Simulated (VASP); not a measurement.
Here is a VASP 6.6.1 calculation.

The input INCAR:

```
ALGO = Normal
EDIFF = 1E-6
ENCUT = 520
GGA = PS
ISIF = 2
ISMEAR = 0
LASPH = T
LCHARG = F
LREAL = F
LWAVE = F
NBANDS = 10
NELM = 60
PREC = Accurate
SIGMA = 0.15
```

The input KPOINTS:

```
k-points
0
Gamma
  22 22 22
```

POSCAR

```
Ir
1.0
    0.0000000000      1.8717075000      1.8237150000
    1.8717075000      0.0000000000      1.8237150000
    1.8717075000      1.8717075000      0.0000000000
Ir
1
Direct
    0.0000000000      0.0000000000      0.0000000000
```

Potentials or basis: VASP PAW PBE potentials, release 64 (Ir).

Command:

```bash
$ cat potpaw_PBE.64/Ir/POTCAR > POTCAR
$ mpirun -np 1 vasp_std > vasp.out
```

**Question.** What does it give for the pressure?

**Answer.** 48.8 GPa.

**Question.** Predict the band gap on the k mesh.

**Answer.** Zero (an odd number of electrons rules out a gap without spin polarisation).

Stress tensor (GPa, compression positive):
```
44.63  0.00  0.00
 0.00 44.63  0.00
 0.00  0.00 57.26
```

Caveat: the cell differs from its parent crystal (strain -0.025 along x and y, -0.050 along z); the cell stands under pressure; the PAW data sets were made with another functional, which shifts forces and pressure a little; spin-orbit coupling is left out, which moves the levels of the heavy elements.
